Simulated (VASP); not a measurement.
# KI (P6_3/mmc) in VASP: further runs

Runs on KI. Level: r2SCAN. Tasks: single point.

Program: VASP 6.6.1. These are calculated values, not measurements. Logs are shortened: lines on timing, memory, paths and dates and some standing lists are left out, and cuts for length are marked.

## (1) The cell of the first run

The structure is hexagonal, space group P6_3/mmc (No. 194). The conventional cell has a = 4.949 Å, b = 4.949 Å, c = 8.675 Å, α = 90.00°, β = 90.00°, γ = 120.00°. Within 4.7 Å of K (site symmetry -3m) lie 6 I at 3.59 Å and 2 K at 4.34 Å. I (site symmetry -6m2) has 6 K at 3.59 Å within 4.7 Å.

## (2) Single point, r2SCAN (volume changed by +3%)

The input, POSCAR:

```
KI
1.0
    4.9485289049      0.0000000000      0.0000000000
   -2.4742644525      4.2855517430      0.0000000000
    0.0000000000      0.0000000000      8.6750491198
K I
2 2
Direct
    0.0000000000      0.0000000000      0.0000000000
    0.0000000000      0.0000000000      0.5000000000
    0.3333333333      0.6666666667      0.2500000000
    0.6666666667      0.3333333333      0.7500000000
```

The input, INCAR.step1:

```
ALGO = Normal
EDIFF = 1E-4
ENCUT = 520
GGA = PE
ISMEAR = 0
LASPH = True
LCHARG = False
LREAL = False
LWAVE = True
NBANDS = 24
NELM = 60
PREC = Accurate
SIGMA = 0.01
```

The input, INCAR.step2:

```
ALGO = Normal
EDIFF = 1E-6
ENCUT = 520
ISIF = 2
ISMEAR = 0
ISTART = 1
LASPH = True
LCHARG = False
LMIXTAU = True
LREAL = False
LWAVE = False
METAGGA = R2SCAN
NBANDS = 24
NELM = 60
PREC = Accurate
SIGMA = 0.01
```

The input, KPOINTS:

```
k-points
0
Gamma
  6 6 4
```

Potentials or basis: VASP PAW PBE potentials, release 64 (K_sv, I).

Launch:

```
$ cat potpaw_PBE.64/K_sv/POTCAR potpaw_PBE.64/I/POTCAR > POTCAR
$ cp INCAR.step1 INCAR
$ mpirun -np 1 vasp_std > vasp.out
$ cp INCAR.step2 INCAR
$ mpirun -np 1 vasp_std > vasp.out
```

OUTCAR:

```text
EDIFF = 1E-6
   ENCUT = 520
   ISIF = 2
   ISMEAR = 0
   ISTART = 1
   LASPH = True
   LREAL = False
   METAGGA = R2SCAN
   NELM = 60
   PREC = Accurate

 ion  position               nearest neighbor table
   1  0.000  0.000  0.000-   3 3.59   4 3.59   4 3.59   3 3.59   4 3.59   3 3.59
   2  0.000  0.000  0.500-   3 3.59   4 3.59   4 3.59   3 3.59   4 3.59   3 3.59
   3  0.333  0.667  0.250-   1 3.59   2 3.59   1 3.59   2 3.59   1 3.59   2 3.59
   4  0.667  0.333  0.750-   1 3.59   2 3.59   1 3.59   2 3.59   1 3.59   2 3.59

  LATTYP: Found a hexagonal cell.
 ALAT       =     4.9485289049
 C/A-ratio  =     1.7530561681

  Lattice vectors:

 A1 = (   4.9485289049,   0.0000000000,   0.0000000000)
 A2 = (  -2.4742644525,   4.2855517430,   0.0000000000)
 A3 = (   0.0000000000,   0.0000000000,   8.6750491198)

Analysis of symmetry for initial positions (statically):
=====================================================================
 Subroutine PRICEL returns:
 Original cell was already a primitive cell.

 Routine SETGRP: Setting up the symmetry group for a
 hexagonal supercell.

 Subroutine GETGRP returns: Found 24 space group operations
 (whereof 12 operations were pure point group operations)
 out of a pool of 24 trial point group operations.

The static configuration has the point symmetry D_3d.
 The point group associated with its full space group is D_6h.

Analysis of symmetry for dynamics (positions and initial velocities):
=====================================================================
 Subroutine PRICEL returns:
 Original cell was already a primitive cell.

 Routine SETGRP: Setting up the symmetry group for a
 hexagonal supercell.

 Subroutine GETGRP returns: Found 24 space group operations
 (whereof 12 operations were pure point group operations)
 out of a pool of 24 trial point group operations.

The dynamic configuration has the point symmetry D_3d.
 The point group associated with its full space group is D_6h.

 Subroutine INISYM returns: Found 24 space group operations
 (whereof 12 operations are pure point group operations),
 and found     1 'primitive' translations

----------------------------------------------------------------------------------------

                                     Primitive cell

  volume of cell :     183.9733

  direct lattice vectors                    reciprocal lattice vectors
     4.948528905  0.000000000  0.000000000     0.202080258  0.116671092  0.000000000
    -2.474264452  4.285551743  0.000000000     0.000000000  0.233342183  0.000000000
     0.000000000  0.000000000  8.675049120     0.000000000  0.000000000  0.115273123

  length of vectors
     4.948528905  4.948528905  8.675049120     0.233342183  0.233342183  0.115273123

  position of ions in fractional coordinates (direct lattice)
     0.000000000  0.000000000  0.000000000
     0.000000000  0.000000000  0.500000000
     0.333333333  0.666666667  0.250000000
     0.666666667  0.333333333  0.750000000

  ion indices of the primitive-cell ions
   primitive index   ion index
                 1           1
                 2           2
                 3           3
                 4           4

----------------------------------------------------------------------------------------

 KPOINTS: k-points

Automatic generation of k-mesh.
 Grid dimensions read from file:
 generate k-points for:    6    6    4

 Generating k-lattice:

  Cartesian coordinates                     Fractional coordinates (reciprocal lattice)
     0.033680043  0.019445182  0.000000000     0.166666667  0.000000000  0.000000000
     0.000000000  0.038890364  0.000000000     0.000000000  0.166666667  0.000000000
     0.000000000  0.000000000  0.028818281     0.000000000  0.000000000  0.250000000

  Length of vectors
     0.038890364  0.038890364  0.028818281

  Shift w.r.t. Gamma in fractional coordinates (k-lattice)
     0.000000000  0.000000000  0.000000000

 Subroutine IBZKPT returns following result:
 ===========================================

 Found     21 irreducible k-points:

 Following reciprocal coordinates:
            Coordinates               Weight
  0.000000  0.000000  0.000000      1.000000
  0.166667  0.000000  0.000000      6.000000
  0.333333  0.000000  0.000000      6.000000
  0.500000  0.000000  0.000000      3.000000
  0.166667  0.166667  0.000000      6.000000
  0.333333  0.166667  0.000000     12.000000
[... 13 lines left out ...]
  0.333333  0.166667  0.500000     12.000000
  0.333333  0.333333  0.500000      2.000000
   k-points           NKPTS =     21   k-points in BZ     NKDIM =     21   number of bands    NBANDS=     24
   number of dos      NEDOS =    301   number of ions     NIONS =      4
   total plane-waves  NPLWV = 112000
   dimension x,y,z NGX =    40 NGY =   40 NGZ =   70
   dimension x,y,z NGXF=    80 NGYF=   80 NGZF=  140
   ions per type =               2   2
   NGX,Y,Z   is equivalent  to a cutoff of  13.44, 13.44, 13.41 a.u.
   NGXF,Y,Z  is equivalent  to a cutoff of  26.88, 26.88, 26.83 a.u.
 SYSTEM =  unknown system
   PREC   = accura    normal or accurate (medium, high low for compatibility)
   ISTART =      1    job   : 0-new  1-cont  2-samecut
   ICHARG =      0    charge: 1-file 2-atom 10-const
   ISPIN  =      1    spin polarized calculation?
   LNONCOLLINEAR =      F non collinear calculations
   LSORBIT =      F    spin-orbit coupling
   LASPH  =      T    aspherical Exc in radial PAW
   ENCUT  =  520.0 eV  38.22 Ry    6.18 a.u.   9.20  9.20 16.13*2*pi/ulx,y,z
   NELM   =     60;   NELMIN=  2; NELMDL=  0     # of ELM steps
   EDIFF  = 0.1E-05   stopping-criterion for ELM
   LREAL  =      F    real-space projection
   EDIFFG = 0.1E-04   stopping-criterion for IOM
   NSW    =      0    number of steps for IOM
   IBRION =     -1    ionic relax: 0-MD 1-quasi-New 2-CG
   NFREE  =      0    steps in history (QN), initial steepest desc. (CG)
   ISIF   =      2    stress and relaxation
   ISYM   =      2    0-nonsym 1-usesym 2-fastsym
   POTIM  = 0.5000    time-step for ionic-motion
   TEBEG  =    0.0;   TEEND  =   0.0 temperature during run
   PSTRESS=    0.0 pullay stress
   NELECT =      32.0000    total number of electrons
   NUPDOWN=      -1.0000    fix difference up-down
   EMIN   =  10.00;   EMAX   =-10.00  energy-range for DOS
   EFERMI =   0.00;   METHOD = LEGACY
   ISMEAR =     0;   SIGMA  =   0.01  broadening in eV -4-tet -1-fermi 0-gaus
   EFERMI_NEDOS =   21; number of points for ismear=-14 and -15
   IALGO  =     38    algorithm
   IMIX   =      4    mixing-type and parameters
     AMIX     =   0.40;   BMIX     =  1.00
     AMIX_MAG =   1.60;   BMIX_MAG =  1.00
  volume/ion in A,a.u.               =      45.99       310.38
  Fermi-wavevector in a.u.,A,eV,Ry     =   0.913846  1.726919 11.362434  0.835115
  Thomas-Fermi vector in A             =   2.038405
   LORBIT       =      0    0 simple, 1 ext, 2 COOP (PROOUT), +10 PAW based schemes
   METAGGA = R2SCAN    functional components
   LHFCALC =     F    Hartree Fock is set to
   AEXX    =    0.0000 exact exchange contribution
   IVDW    =     0    specifies the selected vdW correction
   LEPSILON=     F    determine dielectric tensor
   LRPA    =     F    only Hartree local field effects (RPA)
 non-spin polarized calculation
 Gauss-broadening in eV      SIGMA  =   0.01
  energy-cutoff  :      520.00
  volume of cell :      183.97
 maximum number of plane-waves:      4983
 NGX is ok and might be reduce to    40
   NGX = 19   NGY = 19   NGZ = 33

 number of electron      31.9999999 magnetization

 Free energy of the ion-electron system (eV)
  ---------------------------------------------------
  ext. energy  EPLUGINS =         0.00000000
  ---------------------------------------------------
  free energy    TOTEN  =       -67.88195877 eV

  energy without entropy =      -67.88195877  energy(sigma->0) =      -67.88195877

 E-fermi :  -0.7458     XC(G=0):  -7.3379

 val. band max:       -0.8902102457   @ k =   0.0000   0.0000   0.0000
 cond. band min:       3.5320524297   @ k =   0.0000   0.0000   0.0000
 fundamental gap:      4.4222626754
 Fermi energy:        -0.7457531904

 k-point     1 :       0.0000    0.0000    0.0000
  band No.  band energies     occupation
      1     -30.7613      2.00000
      2     -30.7573      2.00000
      3     -13.6165      2.00000
      4     -13.4720      2.00000
      5     -13.4720      2.00000
      6     -13.4610      2.00000
[... 16 lines left out ...]
     23       6.6211      0.00000
     24       7.3152      0.00000

 k-point     2 :       0.1667    0.0000    0.0000
  band No.  band energies     occupation
      1     -30.7609      2.00000
      2     -30.7570      2.00000
      3     -13.5978      2.00000
      4     -13.4985      2.00000
      5     -13.4745      2.00000
      6     -13.4702      2.00000
[... 16 lines left out ...]
     23       6.8098      0.00000
     24       6.9980      0.00000

 k-point     3 :       0.3333    0.0000    0.0000
  band No.  band energies     occupation
      1     -30.7602      2.00000
      2     -30.7563      2.00000
      3     -13.5714      2.00000
      4     -13.5354      2.00000
      5     -13.4885      2.00000
      6     -13.4795      2.00000
[... 16 lines left out ...]
     23       7.3233      0.00000
     24       7.8144      0.00000

 k-point     4 :       0.5000    0.0000    0.0000
  band No.  band energies     occupation
      1     -30.7598      2.00000
      2     -30.7560      2.00000
      3     -13.5834      2.00000
      4     -13.5264      2.00000
      5     -13.4976      2.00000
      6     -13.4820      2.00000
[... 16 lines left out ...]
     23       7.8556      0.00000
     24       7.8819      0.00000

 k-point     5 :       0.1667    0.1667    0.0000
  band No.  band energies     occupation
      1     -30.7604      2.00000
      2     -30.7565      2.00000
      3     -13.5699      2.00000
      4     -13.5311      2.00000
      5     -13.4822      2.00000
      6     -13.4821      2.00000
[... 16 lines left out ...]
     23       7.1112      0.00000
     24       7.5758      0.00000

 k-point     6 :       0.3333    0.1667    0.0000
  band No.  band energies     occupation
      1     -30.7598      2.00000
      2     -30.7560      2.00000
      3     -13.5645      2.00000
      4     -13.5327      2.00000
      5     -13.4960      2.00000
      6     -13.4926      2.00000
[... 16 lines left out ...]
     23       7.4404      0.00000
     24       8.1064      0.00000
[... 298 lines left out ...]
 k-point    18 :       0.5000    0.0000    0.5000
  band No.  band energies     occupation
      1     -30.7579      2.00000
      2     -30.7579      2.00000
      3     -13.5390      2.00000
      4     -13.5390      2.00000
      5     -13.4881      2.00000
      6     -13.4881      2.00000
[... 16 lines left out ...]
     23       7.9219      0.00000
     24       7.9219      0.00000

 k-point    19 :       0.1667    0.1667    0.5000
  band No.  band energies     occupation
      1     -30.7584      2.00000
      2     -30.7584      2.00000
      3     -13.5282      2.00000
      4     -13.5282      2.00000
      5     -13.4884      2.00000
      6     -13.4884      2.00000
[... 16 lines left out ...]
     23       7.5878      0.00000
     24       7.5878      0.00000

 k-point    20 :       0.3333    0.1667    0.5000
  band No.  band energies     occupation
      1     -30.7579      2.00000
      2     -30.7579      2.00000
      3     -13.5321      2.00000
      4     -13.5321      2.00000
      5     -13.4886      2.00000
      6     -13.4886      2.00000
[... 16 lines left out ...]
     23       7.5774      0.00000
     24       7.5774      0.00000

 k-point    21 :       0.3333    0.3333    0.5000
  band No.  band energies     occupation
      1     -30.7578      2.00000
      2     -30.7578      2.00000
      3     -13.5267      2.00000
      4     -13.5267      2.00000
      5     -13.4937      2.00000
      6     -13.4937      2.00000
[... 16 lines left out ...]
     23       7.1695      0.00000
     24       7.1695      0.00000

------------------------ aborting loop because EDIFF is reached ----------------------------------------

  FORCE on cell =-STRESS in cart. coord.  units (eV):
  Direction    XX          YY          ZZ          XY          YZ          ZX
  --------------------------------------------------------------------------------------
  -------------------------------------------------------------------------------------
  Total       -0.3591694     -0.3591694     -0.4221300      0.0000000      0.0000000      0.0000000
  in kB       -3.1279162     -3.1279162     -3.6762239      0.0000000      0.0000000      0.0000000
  external PRESSURE =      -3.3106854 kB  Pullay stress =       0.0000000 kB

 VOLUME and BASIS-vectors are now :
 -----------------------------------------------------------------------------
  energy-cutoff  :      520.00
  volume of cell :      183.97
      direct lattice vectors                 reciprocal lattice vectors
     4.948528905  0.000000000  0.000000000     0.202080258  0.116671092  0.000000000
    -2.474264452  4.285551743  0.000000000     0.000000000  0.233342183  0.000000000
     0.000000000  0.000000000  8.675049120     0.000000000  0.000000000  0.115273123

 POSITION                                       TOTAL-FORCE (eV/Angst)
 -----------------------------------------------------------------------------------
      0.00000      0.00000      0.00000         0.000000      0.000000      0.000000
      0.00000      0.00000      4.33752         0.000000      0.000000      0.000000
     -0.00000      2.85703      2.16876        -0.000000      0.000000     -0.000000
      2.47426      1.42852      6.50629         0.000000     -0.000000     -0.000000
 -----------------------------------------------------------------------------------
    total drift:                                0.000000      0.000000     -0.000000

  FREE ENERGIE OF THE ION-ELECTRON SYSTEM (eV)
  ---------------------------------------------------
  free  energy   TOTEN  =       -67.8819587659 eV

  energy  without entropy=      -67.8819587659  energy(sigma->0) =      -67.88195877
```

Wall time 7.5 min (1 thread of Intel Xeon 6975P-C, shared host); peak memory 0.41 GiB.

What came out:

| Item | Value |
| --- | --- |
| Free energy | -67.8820 eV |
| Pressure | -0.3 GPa |
| Band gap on the k mesh | 4.42 eV, direct |

Levels at points of the mesh, in eV from the valence-band top:
```
           k point  band 12  band 13  band 14  band 15  band 16  band 17  band 18  band 19  band 20  band 21
(0.00, 0.00, 0.00)    -0.25    -0.25    -0.19     0.00     0.00     4.42     6.03     6.24     7.30     7.30
(0.50, 0.00, 0.00)    -0.89    -0.65    -0.56    -0.34    -0.33     5.60     6.28     6.33     7.59     8.05
(0.00, 0.00, 0.50)    -0.83    -0.13    -0.13    -0.13    -0.13     5.49     5.49     6.83     6.83     7.66
(0.50, 0.00, 0.50)    -1.15    -0.50    -0.50    -0.33    -0.33     6.13     6.13     6.20     6.20     8.72
```

Caveat: the PAW data sets were made with another functional, which shifts forces and pressure a little; spin-orbit coupling is left out, which moves the levels of the heavy elements.

[end of part 1 of 2]
